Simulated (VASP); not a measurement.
Runs of VASP 6.6.1 on BaS. The structure is that of space group Fm-3m (No. 225), or close to it. The cells are those of the table. 

```tsv
task	cell	cutoff (eV)	smearing	gap on the mesh (eV)	pressure (GPa)
single point	a = 4.543 Å, angles 60.0°, 2 atoms	520	gaussian 0.02 eV	2.49	0.5
single point	a = 4.588 Å, angles 60.0°, 2 atoms	520	gaussian 0.02 eV	2.54	(a)
single point	a = 4.451 Å, angles 60.0°, 2 atoms	520	gaussian 0.02 eV	(b)	3.9
single point	a = 4.517 Å, angles 60.0°, 2 atoms	520	gaussian 0.1 eV	2.46	1.4
single point	a = 4.498 Å, angles 60.0°, 2 atoms	520	gaussian 0.02 eV	2.44	2.1
relaxation of cell and atoms	relaxed from a = 4.517 Å, angles 60.0°, 2 atoms	600	gaussian 0.02 eV	2.51	0.0
single point	a = 4.633 Å, angles 60.0°, 2 atoms	520	gaussian 0.02 eV	2.58	-1.8
```

Alike in all rows: level r2SCAN; potentials or basis VASP PAW PBE potentials, release 64 (Ba_sv, S); no spin polarisation; k mesh 6 × 6 × 6.

Problem. Fill in the values left out.

Solution. (a) -0.7; (b) 2.38.

Caveats: the PAW data sets were made with another functional, which shifts forces and pressure a little; spin-orbit coupling is left out, which moves the levels of the heavy elements.

A k mesh can miss the band edges, and the runs leave out spin-orbit coupling on Ba.
